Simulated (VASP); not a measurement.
Input of a VASP 6.6.1 run:

Contents of INCAR:

```
SYSTEM = SnSe
ALGO = Normal ; EDIFF = 1E-7
ENCUT = 520 ; GGA = CA
ISIF = 2 ; ISMEAR = 0
LASPH = .TRUE. ; LCHARG = .FALSE.
LREAL = .FALSE. ; LWAVE = .FALSE.
NBANDS = 28 ; NELM = 60
PREC = Accurate ; SIGMA = 0.05
```

The input KPOINTS:

```
k-points
0
G
  6 6 4
  0 0 0
```

The input POSCAR:

```
SnSe
1.0
    4.3281806933      0.0000000000      0.0000000000
    0.0000000000      4.3281806933      0.0000000000
    0.0000000000      0.0000000000     10.9906921300
Sn Se
2 2
Direct
    0.5000000000      0.0000000000      0.3722291100
    0.0000000000      0.5000000000      0.6277708900
    0.5000000000      0.0000000000      0.6160394900
    0.0000000000      0.5000000000      0.3839605100
```

Potentials or basis: VASP PAW LDA potentials, release 64 (Sn_d, Se).

Command:

```sh
$ cat potpaw_LDA.64/Sn_d/POTCAR potpaw_LDA.64/Se/POTCAR > POTCAR
$ mpirun -np 1 vasp_std > vasp.out
```

**Question.** Predict the band gap on the k mesh.

**Answer.** 1.45 eV.

**Question.** Estimate the largest force.

**Answer.** 0.273 eV/Å.

Forces on the atoms (eV/Å):
```
Sn   0.000  0.000  0.273
Sn   0.000  0.000 -0.273
Se   0.000  0.000 -0.051
Se   0.000  0.000  0.051
```

Caveat: the cell differs from its parent crystal (strain +0.0100 x Voigt [1, 1, 0, 0, 0, 0]); spin-orbit coupling is left out, which moves the levels of the heavy elements.
